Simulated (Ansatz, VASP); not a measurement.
**Two plane-wave programs on W**

```xyz
2
Lattice="3.1844 0.0000 0.0000 0.0000 3.1844 0.0000 0.0000 0.0000 3.1844" Properties=species:S:1:pos:R:3 pbc="T T T"
W     0.0000    0.0000    0.0000
W     1.5922    1.5922    1.5922
```

Alike in both runs: task single point; functional PBE; k mesh 8 × 8 × 8; occupations fermi-dirac, width 0.0816 eV; no spin polarisation.

|  | VASP | Ansatz |
| --- | --- | --- |
| version | VASP 6.6.1 | Ansatz 0.2.0 |
| potentials or method | VASP PAW PBE potentials, release 64 (W_sv) | PAW with Ansatz's default frozen-core files, scalar-relativistic |
| plane-wave cutoff (eV) | 500 | 420 |
| valence electrons in the cell | 28 | 28 |

|  | VASP | Ansatz | Ansatz less VASP |
| --- | --- | --- | --- |
| pressure (GPa) | 0.4 | -0.1 | -0.50 |

Neither program's run includes spin-orbit coupling.
